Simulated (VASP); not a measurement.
Input of a VASP 6.6.1 run:

INCAR

```
SYSTEM = NaH
PREC = Accurate ; ENCUT = 600
EDIFF = 1E-7 ; ISMEAR = 0
SIGMA = 0.01 ; LREAL = .FALSE.
LASPH = .TRUE. ; NELM = 100
ALGO = Normal ; ISIF = 3
LWAVE = .FALSE. ; LCHARG = .FALSE.
GGA = PS ; IBRION = 2
NSW = 100 ; EDIFFG = -0.002
PSTRESS = 100.0
```

Contents of KPOINTS:

```
Automatic mesh
0
G
  8 8 8
  0 0 0
```

Contents of POSCAR:

```
NaH
1.0
    0.0000000000      2.3956745027      2.3956745027
    2.3956745027      0.0000000000      2.3956745027
    2.3956745027      2.3956745027      0.0000000000
Na H
1 1
Direct
    0.0000000000      0.0000000000      0.0000000000
    0.5000000000      0.5000000000      0.5000000000
```

Potentials or basis: VASP PAW PBE potentials, release 64 (Na_pv, H).

Launch:

```console
$ cat potpaw_PBE.64/Na_pv/POTCAR potpaw_PBE.64/H/POTCAR > POTCAR
$ mpirun -np 1 vasp_std > vasp.out
```

Q: Estimate the relaxed cell.

A: a = 3.112 Å, b = 3.112 Å, c = 3.112 Å, α = 60.00°, β = 60.00°, γ = 60.00°.

Q: Estimate the space group after relaxing (to 0.05 Å).

A: Fm-3m (No. 225).

Q: Predict the band gap on the k mesh.

A: 4.03 eV, indirect (least direct gap 5.04 eV).

The path:
| step | energy change (eV) | largest force (eV/Å) | pressure (GPa) | volume (Å³) |
| --- | --- | --- | --- | --- |
| 1 | 0.0000 | 0.0000 | 0.03 | 27.50 |
| 2 | 0.0361 | 0.0000 | 3.89 | 24.23 |
| 3 | 0.1254 | 0.0000 | 8.62 | 21.87 |
| 4 | 0.1590 | 0.0000 | 10.06 | 21.29 |
| 5 | 0.1520 | 0.0000 | 9.73 | 21.40 |
| 6 | 0.1521 | 0.0000 | 9.73 | 21.40 |
| 7 | 0.1523 | 0.0000 | 9.76 | 21.39 |
| 8 | 0.1523 | 0.0000 | 9.76 | 21.39 |
| 9 | 0.1523 | 0.0000 | 9.76 | 21.39 |
| 10 | 0.1523 | 0.0000 | 9.75 | 21.39 |
| 11 | 0.1524 | 0.0000 | 9.75 | 21.39 |
| 12 | 0.1525 | 0.0000 | 9.75 | 21.39 |
| 13 | 0.1526 | 0.0000 | 9.77 | 21.39 |
| 14 | 0.1529 | 0.0000 | 9.79 | 21.38 |
| 15 | 0.1535 | 0.0000 | 9.82 | 21.37 |
| 16 | 0.1548 | 0.0000 | 9.88 | 21.35 |
| 17 | 0.1572 | 0.0000 | 10.00 | 21.31 |

Caveat: the cell is relaxed towards a set pressure, so the enthalpy falls and the energy may rise; the volume moved by over 15 % at a fixed basis, so the end points are rough; the PAW data sets were made with another functional, which shifts forces and pressure a little. A k mesh can miss the band edges.
